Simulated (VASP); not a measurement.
# AlNi (Pm-3m) in VASP: a series of runs, part 2 of 2

VASP 6.6.1. The steps go on from the part before.

## 3. Relaxation of cell and atoms, LDA

This run uses another cell than the first one, of 11.96 Å³/atom.

Contents of INCAR:

```
ALGO = Normal
EDIFF = 1E-7
EDIFFG = -0.002
ENCUT = 600
IBRION = 2
ISIF = 3
ISMEAR = -1
LASPH = T
LCHARG = F
LREAL = F
LWAVE = F
NELM = 60
NSW = 100
PREC = Accurate
SIGMA = 0.08
```

Contents of KPOINTS:

```
k-points
0
Gamma
  12 12 12
```

Contents of POSCAR:

```
AlNi
1.0
    2.8810000000      0.0000000000      0.0000000000
    0.0000000000      2.8810000000      0.0000000000
    0.0000000000      0.0000000000      2.8810000000
Al Ni
1 1
Direct
    0.0000000000      0.0000000000      0.0000000000
    0.5000000000      0.5000000000      0.5000000000
```

Potentials or basis: VASP PAW LDA potentials, release 64 (Al, Ni).

The run is started by

```console
$ cat potpaw_LDA.64/Al/POTCAR potpaw_LDA.64/Ni/POTCAR > POTCAR
$ mpirun -np 1 vasp_std > vasp.out
```

OUTCAR:

```text
EDIFF = 1E-7
   EDIFFG = -0.002
   ENCUT = 600
   IBRION = 2
   ISIF = 3
   ISMEAR = -1
   LASPH = T
   LREAL = F
   NELM = 60
   NSW = 100
   PREC = Accurate

 ion  position               nearest neighbor table
   1  0.000  0.000  0.000-   2 2.50   2 2.50   2 2.50   2 2.50   2 2.50   2 2.50   2 2.50   2 2.50

   2  0.500  0.500  0.500-   1 2.50   1 2.50   1 2.50   1 2.50   1 2.50   1 2.50   1 2.50   1 2.50

  LATTYP: Found a simple cubic cell.
 ALAT       =     2.8810000000

  Lattice vectors:

 A1 = (   2.8810000000,   0.0000000000,   0.0000000000)
 A2 = (   0.0000000000,   2.8810000000,   0.0000000000)
 A3 = (   0.0000000000,   0.0000000000,   2.8810000000)

Analysis of symmetry for initial positions (statically):
=====================================================================
 Subroutine PRICEL returns:
 Original cell was already a primitive cell.

 Routine SETGRP: Setting up the symmetry group for a
 simple cubic supercell.

 Subroutine GETGRP returns: Found 48 space group operations
 (whereof 48 operations were pure point group operations)
 out of a pool of 48 trial point group operations.

The static configuration has the point symmetry O_h .

Analysis of symmetry for dynamics (positions and initial velocities):
=====================================================================
 Subroutine PRICEL returns:
 Original cell was already a primitive cell.

 Routine SETGRP: Setting up the symmetry group for a
 simple cubic supercell.

[... 145 lines left out ...]
 number of electron      13.0000015 magnetization

 Free energy of the ion-electron system (eV)
  ---------------------------------------------------
  ext. energy  EPLUGINS =         0.00000000
  ---------------------------------------------------
  free energy    TOTEN  =       -12.17278878 eV

  energy without entropy =      -12.15481373  energy(sigma->0) =      -12.16380125

 E-fermi :   9.7783     XC(G=0): -12.3005

 val. band max:        9.7186734166   @ k =   0.4167   0.2500   0.2500
 cond. band min:       9.7831891880   @ k =   0.3333   0.1667   0.0000
 fundamental gap:      0.0645157714
 Fermi energy:         9.7783132297

 k-point     1 :       0.0000    0.0000    0.0000
  band No.  band energies     occupation
      1      -1.3333      2.00000
      2       6.5037      2.00000
      3       6.5037      2.00000
      4       8.1830      2.00000
      5       8.1830      2.00000
      6       8.1830      2.00000
      7      15.2182      0.00000
      8      15.2182      0.00000
      9      15.2182      0.00000
     10      17.9734      0.00000
[... 478 lines left out ...]
--------------------------------------- Ionic step        6  -------------------------------------------

 number of electron      12.9999995 magnetization

 Free energy of the ion-electron system (eV)
  ---------------------------------------------------
  ext. energy  EPLUGINS =         0.00000000
  ---------------------------------------------------
  free energy    TOTEN  =       -12.20327090 eV

  energy without entropy =      -12.18586626  energy(sigma->0) =      -12.19456858

 E-fermi :  10.4467     XC(G=0): -12.5408

 val. band max:       10.4382900543   @ k =   0.5000   0.4167   0.3333
 cond. band min:      10.4674714405   @ k =   0.3333   0.1667   0.0000
 fundamental gap:      0.0291813862
 Fermi energy:        10.4466846776

 k-point     1 :       0.0000    0.0000    0.0000
  band No.  band energies     occupation
      1      -1.0326      2.00000
      2       6.9220      2.00000
      3       6.9220      2.00000
      4       8.7412      2.00000
      5       8.7412      2.00000
      6       8.7412      2.00000
      7      16.0913      0.00000
      8      16.0913      0.00000
      9      16.0913      0.00000
     10      18.7927      0.00000
[... 328 lines left out ...]
  FREE ENERGIE OF THE ION-ELECTRON SYSTEM (eV)
  ---------------------------------------------------
  free  energy   TOTEN  =       -12.2032709013 eV

  energy  without entropy=      -12.1858662582  energy(sigma->0) =      -12.19456858

 reached required accuracy - stopping structural energy minimisation
```

It took 56 s on 1 thread of Intel Xeon 8259CL, shared host; peak memory 0.15 GiB.

Results:

```yaml
Free_energy: -12.2033 eV
Relaxed_volume: 11.38 Å³/atom
Relaxed_cell: a = 2.834 Å, b = 2.834 Å, c = 2.834 Å, α = 90.00°, β = 90.00°, γ = 90.00°
Space_group_after_relaxing_to_0.1_Å: Pm-3m (No. 221)
Energy_gained_by_relaxing: 15.2 meV/atom
Ionic_steps: 6
Pressure_after_relaxing: 0.0 GPa
Band_gap_on_the_k_mesh: zero (an odd number of electrons rules out a gap without spin polarisation)
```

The path:
| step | energy change (eV) | largest force (eV/Å) | pressure (GPa) | volume (Å³) |
| --- | --- | --- | --- | --- |
| 1 | 0.0000 | 0.0000 | -8.18 | 23.91 |
| 2 | -0.0080 | 0.0000 | 8.21 | 21.86 |
| 3 | -0.0305 | 0.0000 | -0.06 | 22.78 |
| 4 | -0.0305 | 0.0000 | 0.11 | 22.75 |
| 5 | -0.0305 | 0.0000 | -0.05 | 22.78 |
| 6 | -0.0305 | 0.0000 | -0.01 | 22.77 |

Final structure:
```
Al Ni
1.0
     2.83432    0.00000    0.00000
     0.00000    2.83432    0.00000
     0.00000    0.00000    2.83432
Al Ni
1 1
Direct
  0.00000 0.00000 0.00000
  0.50000 0.50000 0.50000
```

Spin polarisation is off, so any magnetic state and its effect on volume and gap are missing. LDA usually gives volumes a few per cent too small.
